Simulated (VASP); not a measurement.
A run of VASP 6.6.1 is set up as follows.

Contents of INCAR:

```
SYSTEM = Ru
ALGO = Normal
EDIFF = 1E-6
ENCUT = 520
GGA = PE
ISIF = 2
ISMEAR = 0
LASPH = .True.
LCHARG = .False.
LREAL = .False.
LWAVE = .False.
NBANDS = 21
NELM = 80
PREC = Accurate
SIGMA = 0.6
```

KPOINTS

```
k-points
0
Gamma
  13 13 7
  0 0 0
```

POSCAR

```
Ru
1.0
    2.7235595794      0.0000000000      0.0000000000
   -1.3617797897      2.3586717845      0.0000000000
    0.0000000000      0.0000000000      4.2890849607
Ru
2
Direct
    0.3333333333      0.6666666667      0.2500000000
    0.6666666667      0.3333333333      0.7500000000
```

Potentials or basis: VASP PAW PBE potentials, release 64 (Ru_pv).

The run is started by

```sh
$ cat potpaw_PBE.64/Ru_pv/POTCAR > POTCAR
$ mpirun -np 1 vasp_std > vasp.out
```

Task: Predict the pressure.

Result: 1.2 GPa.

Task: Estimate the band gap on the k mesh.

Result: Zero (band 14 reaches 14.00 eV, above the bottom of band 15 at 11.06 eV).

Stress tensor (GPa, compression positive):
```
0.70 0.00 0.00
0.00 0.70 0.00
0.00 0.00 2.09
```
